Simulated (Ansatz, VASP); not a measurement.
One calculation of ZrTi5C6, two programs

```
Zr Ti C
1.0
     3.11258    0.00000    0.00000
     0.00000    4.41111    0.00000
     0.00000    0.00000    9.34002
Zr Ti C
1 5 6
Direct
  0.00000 0.00000 0.00000
  0.00000 0.00000 0.66196
  0.50000 0.50000 0.82731
  0.50000 0.50000 0.17269
  0.00000 0.00000 0.33804
  0.50000 0.50000 0.50000
  0.00000 0.50000 0.66394
  0.50000 0.00000 0.82230
  0.00000 0.50000 0.00000
  0.50000 0.00000 0.17770
  0.00000 0.50000 0.33606
  0.50000 0.00000 0.50000
```

Alike in both runs: functional PBE; k mesh 12 × 8 × 4; occupations gaussian, width 0.1 eV; no spin polarisation.

Ansatz relaxed the structure, and its values are those at the end. VASP's run is a single point on that final structure, the one shown.

|  | VASP | Ansatz |
| --- | --- | --- |
| version | VASP 6.6.1 | Ansatz 0.2.0 |
| potentials or method | VASP PAW PBE potentials, release 64 (Zr_sv, Ti_sv, C), cutoff 520 eV | scalar-relativistic, plane waves, PAW |
| valence electrons in the cell | 96 | 96 |

|  | VASP | Ansatz | Ansatz less VASP |
| --- | --- | --- | --- |
| gap on the k mesh at the Fermi level (eV) | none | none | - |
| pressure (GPa) | 0.3 | 0.0 | -0.26 |

A gap of «none» marks a metal or a gap that the smearing closes.
